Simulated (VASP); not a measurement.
# C (P6_3/mmc) in VASP: a series of runs, part 2 of 2

VASP 6.6.1. The steps go on from the part before.

## Step 5: Relaxation of cell and atoms, LDA

This run uses another cell than the first one, of 5.71 Å³/atom.

INCAR reads:

```
PREC     = Accurate       # precision mode
ENCUT    = 600            # plane-wave cutoff, eV
EDIFF    = 1E-6           # SCF threshold, eV
ISMEAR   = -1             # smearing method
SIGMA    = 0.02           # smearing width, eV
LREAL    = F              # projectors in reciprocal space
LASPH    = T              # aspherical terms in the spheres
NELM     = 60             # most SCF steps
ALGO     = Normal         # electronic algorithm
ISIF     = 3              # what is computed and relaxed
LWAVE    = F              # write WAVECAR
LCHARG   = F              # write CHGCAR
GGA      = CA             # functional
IBRION   = 2              # ionic algorithm
NSW      = 80             # ionic steps
EDIFFG   = -0.005         # ionic threshold
```

KPOINTS reads:

```
Automatic mesh
0
Gamma
  12 12 6
```

POSCAR reads:

```
C
1.0
    2.5115321434      0.0000000000      0.0000000000
   -1.2557660717      2.1750506386      0.0000000000
    0.0000000000      0.0000000000      4.1804261411
C
4
Direct
    0.3333333333      0.6666666667      0.0002342824
    0.6666666667      0.3333333333      0.5002342824
    0.3333333333      0.6666666667      0.3747657176
    0.6666666667      0.3333333333      0.8747657176
```

Potentials or basis: VASP PAW LDA potentials, release 64 (C).

The run is started by

```
> cat potpaw_LDA.64/C/POTCAR > POTCAR
> mpirun -np 1 vasp_std > vasp.out
```

OUTCAR:

```text
PREC = Accurate
   ENCUT = 600
   EDIFF = 1E-6
   ISMEAR = -1
   LREAL = F
   LASPH = T
   NELM = 60
   ISIF = 3
   GGA = CA
   IBRION = 2
   NSW = 80
   EDIFFG = -0.005

 ion  position               nearest neighbor table
   1  0.333  0.667  0.000-   4 1.54   4 1.54   4 1.54   3 1.57
   2  0.667  0.333  0.500-   3 1.54   3 1.54   3 1.54   4 1.57
   3  0.333  0.667  0.375-   2 1.54   2 1.54   2 1.54   1 1.57
   4  0.667  0.333  0.875-   1 1.54   1 1.54   1 1.54   2 1.57

  LATTYP: Found a hexagonal cell.
 ALAT       =     2.5115321434
 C/A-ratio  =     1.6644923905

  Lattice vectors:

 A1 = (   2.5115321434,   0.0000000000,   0.0000000000)
 A2 = (  -1.2557660717,   2.1750506386,   0.0000000000)
 A3 = (   0.0000000000,   0.0000000000,   4.1804261411)

Analysis of symmetry for initial positions (statically):
=====================================================================
 Subroutine PRICEL returns:
 Original cell was already a primitive cell.

 Routine SETGRP: Setting up the symmetry group for a
 hexagonal supercell.

 Subroutine GETGRP returns: Found 24 space group operations
 (whereof  6 operations were pure point group operations)
 out of a pool of 24 trial point group operations.

The static configuration has the point symmetry C_3v.
 The point group associated with its full space group is D_6h.

Analysis of symmetry for dynamics (positions and initial velocities):
[... 434 lines left out ...]
  ---------------------------------------------------
  ext. energy  EPLUGINS =         0.00000000
  ---------------------------------------------------
  free energy    TOTEN  =       -40.40764290 eV

  energy without entropy =      -40.40764290  energy(sigma->0) =      -40.40764290

 E-fermi :  10.8700     XC(G=0): -13.6157

 val. band max:       10.3983747148   @ k =   0.0000   0.0000   0.0000
 cond. band min:      13.4123048151   @ k =   0.3333   0.3333   0.0000
 fundamental gap:      3.0139301003
 Fermi energy:        10.8700472354

 k-point     1 :       0.0000    0.0000    0.0000
  band No.  band energies     occupation
      1     -11.5839      2.00000
      2      -5.8142      2.00000
      3      -3.5837      2.00000
      4       7.2530      2.00000
      5       7.2530      2.00000
      6       9.8776      2.00000
      7      10.3984      2.00000
      8      10.3984      2.00000
      9      15.3639      0.00000
     10      15.3639      0.00000
     11      15.7443      0.00000
     12      19.0128      0.00000
[... 331 lines left out ...]
 k-point    24 :       0.3333    0.0000    0.1667
  band No.  band energies     occupation
      1      -8.6368      2.00000
      2      -4.4420      2.00000
      3      -0.7756      2.00000
      4       0.6604      2.00000
      5       3.1054      2.00000
      6       4.5847      2.00000
      7       6.6852      2.00000
      8       7.4627      2.00000
      9      15.2071      0.00000
     10      17.5031      0.00000
     11      18.7539      0.00000
     12      18.9984      0.00000

 [... further k-points ...]

------------------------ aborting loop because EDIFF is reached ----------------------------------------

  FORCE on cell =-STRESS in cart. coord.  units (eV):
  Direction    XX          YY          ZZ          XY          YZ          ZX
  --------------------------------------------------------------------------------------
  -------------------------------------------------------------------------------------
  Total       -0.0022693     -0.0022693     -0.0059309      0.0000000      0.0000000      0.0000000
  in kB       -0.1643386     -0.1643386     -0.4294990      0.0000000      0.0000000      0.0000000
  external PRESSURE =      -0.2527254 kB  Pullay stress =       0.0000000 kB
[... 19 lines left out ...]
  FREE ENERGIE OF THE ION-ELECTRON SYSTEM (eV)
  ---------------------------------------------------
  free  energy   TOTEN  =       -40.4076429026 eV

  energy  without entropy=      -40.4076429026  energy(sigma->0) =      -40.40764290

 reached required accuracy - stopping structural energy minimisation
```

CONTCAR:

```text
C
   1.00000000000000
     2.4846112193064189    0.0000000000000000   -0.0000000000000000
    -1.2423056096532095    2.1517364344417862   -0.0000000000000000
     0.0000000000000000   -0.0000000000000000    4.1382973840786184
  C
     4
Direct
     0.3333333332999970    0.6666666667000030    0.0003374361627830
     0.6666666667000030    0.3333333332999970    0.5003374361627831
     0.3333333332999970    0.6666666667000030    0.3746625638372170
     0.6666666667000030    0.3333333332999970    0.8746625638372169

  0.00000000E+00  0.00000000E+00  0.00000000E+00
  0.00000000E+00  0.00000000E+00  0.00000000E+00
  0.00000000E+00  0.00000000E+00  0.00000000E+00
  0.00000000E+00  0.00000000E+00  0.00000000E+00
```

It took 97 s on 1 thread of Intel Xeon 8259CL, shared host; peak memory 0.14 GiB.

Results:

- Free energy: -40.4076 eV
- Relaxed volume: 5.53 Å³/atom
- Relaxed cell: a = 2.485 Å, b = 2.485 Å, c = 4.138 Å, α = 90.00°, β = 90.00°, γ = 120.00°
- Space group after relaxing (to 0.1 Å): P6_3/mmc (No. 194)
- Energy gained by relaxing: 7.9 meV/atom
- Ionic steps: 8
- Pressure after relaxing: 0.0 GPa
- Band gap on the k mesh: 3.01 eV (least direct gap 4.97 eV)

Step by step:
| step | energy change (eV) | largest force (eV/Å) | pressure (GPa) | volume (Å³) |
| --- | --- | --- | --- | --- |
| 1 | 0.0000 | 0.0075 | -13.92 | 22.84 |
| 2 | 0.0239 | 0.1159 | 20.64 | 21.24 |
| 3 | -0.0317 | 0.0420 | -0.14 | 22.13 |
| 4 | -0.0317 | 0.0431 | 0.15 | 22.12 |
| 5 | -0.0315 | 0.0937 | 0.17 | 22.11 |
| 6 | -0.0317 | 0.0002 | 0.15 | 22.12 |
| 7 | -0.0317 | 0.0002 | -0.12 | 22.13 |
| 8 | -0.0317 | 0.0005 | -0.03 | 22.12 |

Final structure:
```
C
1.0
     2.48461    0.00000    0.00000
    -1.24231    2.15174    0.00000
     0.00000    0.00000    4.13830
C
4
Cartesian
  0.0000 1.4345 0.0014
  1.2423 0.7172 2.0705
  0.0000 1.4345 1.5505
  1.2423 0.7172 3.6196
```

Levels at points of the mesh, in eV from the valence-band top:
```
           k point  band 4  band 5  band 6  band 7  band 8  band 9  band 10  band 11  band 12
(0.00, 0.00, 0.00)   -3.15   -3.15   -0.52    0.00    0.00    4.97     4.97     5.35     8.61
(0.50, 0.00, 0.00)  -10.10   -9.46   -6.61   -6.15   -3.20    4.52     7.93     8.31     8.45
(0.00, 0.00, 0.50)   -7.14   -1.89   -1.89   -1.89   -1.89    7.29     7.29     7.29     7.29
(0.50, 0.00, 0.50)  -13.19   -5.22   -5.22   -4.91   -4.91    5.92     5.92     6.62     6.62
```

A k mesh can miss the band edges.

## Step 6: Relaxation of cell and atoms, r2SCAN

This run uses another cell than the first one, of 5.71 Å³/atom.

POSCAR is that of step 5.

INCAR.step1 reads:

```
SYSTEM = C
ALGO = Normal
EDIFF = 1E-4
ENCUT = 600
GGA = PE
ISMEAR = -1
LASPH = .True.
LCHARG = .False.
LREAL = .False.
LWAVE = .True.
NELM = 60
PREC = Accurate
SIGMA = 0.02
```

INCAR.step2 reads:

```
SYSTEM = C
ALGO = Normal
EDIFF = 1E-7
EDIFFG = -0.005
ENCUT = 600
IBRION = 2
ISIF = 3
ISMEAR = -1
ISTART = 1
LASPH = .True.
LCHARG = .False.
LMIXTAU = .True.
LREAL = .False.
LWAVE = .False.
METAGGA = R2SCAN
NELM = 60
NSW = 80
PREC = Accurate
SIGMA = 0.02
```

KPOINTS reads:

```
k-points
0
Gamma
  12 12 6
  0 0 0
```

Potentials or basis: VASP PAW PBE potentials, release 64 (C).

The run is started by

```
> cat potpaw_PBE.64/C/POTCAR > POTCAR
> cp INCAR.step1 INCAR
> mpirun -np 1 vasp_std > vasp.out
> cp INCAR.step2 INCAR
> mpirun -np 1 vasp_std > vasp.out
```

Wall time 7.1 min (1 thread of Intel Xeon 8259CL, shared host); peak memory 0.15 GiB.

The run converged. Its results:

```
Free energy                           : -39.2192 eV
Relaxed volume                        : 5.66 Å³/atom
Relaxed cell                          : a = 2.504 Å, b = 2.504 Å, c = 4.170 Å, α = 90.00°, β = 90.00°, γ = 120.00°
Space group after relaxing (to 0.1 Å) : P6_3/mmc (No. 194)
Energy gained by relaxing             : 0.6 meV/atom
Ionic steps                           : 6
Pressure after relaxing               : -0.1 GPa
Band gap on the k mesh                : 3.56 eV (least direct gap 5.19 eV)
```

The path:
```csv
step,energy change (eV),largest force (eV/Å),pressure (GPa),volume (Å³)
1,0.0000,0.0025,-3.84,22.84
2,0.0016,0.0315,5.15,22.39
3,-0.0024,0.0119,0.01,22.64
4,-0.0024,0.0116,-0.07,22.64
5,-0.0024,0.0255,-0.07,22.64
6,-0.0024,0.0005,-0.07,22.64
```

Final structure:
```
C
1.0
     2.50399    0.00000    0.00000
    -1.25199    2.16852    0.00000
     0.00000    0.00000    4.16989
C
4
Direct
  0.33333 0.66667 0.00026
  0.66667 0.33333 0.50026
  0.33333 0.66667 0.37474
  0.66667 0.33333 0.87474
```

Levels at points of the mesh, in eV from the valence-band top:
```csv
k point,band 4,band 5,band 6,band 7,band 8,band 9,band 10,band 11,band 12
"(0.00, 0.00, 0.00)",-3.28,-3.28,-0.50,0.00,0.00,5.19,5.19,5.58,8.45
"(0.50, 0.00, 0.00)",-10.66,-9.76,-6.84,-6.23,-3.34,4.72,8.57,8.71,8.81
"(0.00, 0.00, 0.50)",-7.48,-1.97,-1.97,-1.97,-1.97,7.61,7.61,7.61,7.61
"(0.50, 0.00, 0.50)",-13.72,-5.41,-5.41,-5.13,-5.13,6.18,6.18,6.82,6.82
```

Caveat: the PAW data sets were made with another functional, which shifts forces and pressure a little.

## Step 7: The runs side by side

| task | level | potentials or basis | cell | cutoff (eV) | smearing | gap on the mesh (eV) | pressure (GPa) | relaxed volume (Å³/atom) | largest force (eV/Å) |
| --- | --- | --- | --- | --- | --- | --- | --- | --- | --- |
| single point | r2SCAN | VASP PAW PBE potentials, release 64 (C) | a = 2.503, b = 2.503, c = 4.169 Å, angles 90.0, 90.0, 120.0°, 4 atoms | 520 | fermi-dirac 0.02 eV | 3.56 | 1.1 | - | 0.01 |
| single point | r2SCAN | VASP PAW PBE potentials, release 64 (C) | a = 2.503, b = 2.503, c = 4.169 Å, angles 90.0, 90.0, 120.0°, 4 atoms | 520 | gaussian 0.01 eV | 3.56 | 1.1 | - | 0.01 |
| relaxation of cell and atoms | PBEsol | VASP PAW PBE potentials, release 64 (C) | relaxed from a = 2.512, b = 2.512, c = 4.180 Å, angles 90.0, 90.0, 120.0°, 4 atoms | 600 | fermi-dirac 0.02 eV | 3.05 | -0.1 | 5.63 | - |
| relaxation of cell and atoms | LDA | VASP PAW LDA potentials, release 64 (C) | relaxed from a = 2.512, b = 2.512, c = 4.180 Å, angles 90.0, 90.0, 120.0°, 4 atoms | 600 | fermi-dirac 0.02 eV | 3.01 | 0.0 | 5.53 | - |
| relaxation of cell and atoms | r2SCAN | VASP PAW PBE potentials, release 64 (C) | relaxed from a = 2.512, b = 2.512, c = 4.180 Å, angles 90.0, 90.0, 120.0°, 4 atoms | 600 | fermi-dirac 0.02 eV | 3.56 | -0.1 | 5.66 | - |

Alike in all rows: no spin polarisation; k mesh 12 × 12 × 6.

Caveats: the PAW data sets were made with another functional, which shifts forces and pressure a little (at least some runs).

Absolute energies hang on the potentials; compare differences alone.
